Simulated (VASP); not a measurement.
Input of a VASP 6.6.1 run:

INCAR

```
SYSTEM = Sn
PREC     = Accurate       ! precision mode
ENCUT    = 520            ! plane-wave cutoff, eV
EDIFF    = 1E-7           ! SCF threshold, eV
ISMEAR   = -1             ! smearing method
SIGMA    = 0.1            ! smearing width, eV
LREAL    = .False.        ! projectors in reciprocal space
LASPH    = .True.         ! aspherical terms in the spheres
NELM     = 80             ! most SCF steps
ALGO     = Normal         ! electronic algorithm
ISIF     = 2              ! what is computed and relaxed
LWAVE    = .False.        ! write WAVECAR
LCHARG   = .True.         ! write CHGCAR
GGA      = PE             ! functional
LELF     = .True.         ! ELF
LVHAR    = .True.       
NBANDS   = 28             ! bands
```

Contents of KPOINTS:

```
regular mesh
0
Gamma
  7 7 9
  0 0 0
```

POSCAR

```
Sn
1.0
    4.0138808133      0.0000000000      0.0000000000
   -2.0069404066      3.4761227520      0.0000000000
    0.0000000000      0.0000000000      2.3983920155
Sn
3
Direct
    0.0000000000      0.0000000000      0.0000000000
    0.3333333333      0.6666666667      0.5000000000
    0.6666666667      0.3333333333      0.5000000000
```

Potentials or basis: VASP PAW PBE potentials, release 64 (Sn_d).

Launch:

```bash
$ cat potpaw_PBE.64/Sn_d/POTCAR > POTCAR
$ mpirun -np 1 vasp_std > vasp.out
```

(1) Predict the pressure.

(2) What does it give for the band gap on the k mesh?

Answers

(1) 392.5 GPa.

(2) zero (band 21 reaches 28.84 eV, above the bottom of band 22 at 20.32 eV).

Caveat: spin-orbit coupling is left out, which moves the levels of the heavy elements.
